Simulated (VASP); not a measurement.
Set up this calculation in VASP 6.6.1, as the native input.

| Item | Value |
| --- | --- |
| Task | single point |
| Functional | PBE |
| Potentials or basis | VASP PAW PBE potentials, release 64 (W_sv, C) |
| Cutoff | 520 eV |
| k mesh | 10 × 10 × 6 |
| Occupations | fermi-dirac, width 0.05 eV |
| Spin | no spin polarisation |
| Dipole correction | no |
| Further INCAR settings | ALGO = Normal; EDIFF = 1e-06; NBANDS = 26 |

The structure of WC (NiAs type) lies in POSCAR:

```
WC
1.0
    2.4713723570      0.0000000000      0.0000000000
   -1.2356861785      2.1402712434      0.0000000000
    0.0000000000      0.0000000000      5.1302395590
W C
2 2
Direct
    0.0000000000      0.0000000000      0.0000000000
    0.0000000000      0.0000000000      0.5000000000
    0.3333333333      0.6666666667      0.2500000000
    0.6666666667      0.3333333333      0.7500000000
```

One way to write it, as run:

INCAR

```
SYSTEM = WC
PREC = Accurate
ENCUT = 520
EDIFF = 1E-6
ISMEAR = -1
SIGMA = 0.05
LREAL = .FALSE.
LASPH = .TRUE.
NELM = 80
ALGO = Normal
ISIF = 2
LWAVE = .FALSE.
LCHARG = .FALSE.
GGA = PE
NBANDS = 26
```

KPOINTS

```
Automatic mesh
0
G
  10 10 6
  0 0 0
```

Potentials or basis: VASP PAW PBE potentials, release 64 (W_sv, C).

Command:

```sh
$ cat potpaw_PBE.64/W_sv/POTCAR potpaw_PBE.64/C/POTCAR > POTCAR
$ mpirun -np 1 vasp_std > vasp.out
```

It gave:

| Item | Value |
| --- | --- |
| Pressure | 428.9 GPa |
| Band gap on the k mesh | zero (band 18 reaches 19.07 eV, above the bottom of band 19 at 17.84 eV) |

Caveat: spin-orbit coupling is left out, which moves the levels of the heavy elements.

Run time: 15 s on 1 thread of Intel(R) Xeon(R) 6975P-C (Granite Rapids), with other jobs on the host, peak memory 0.16 GiB.
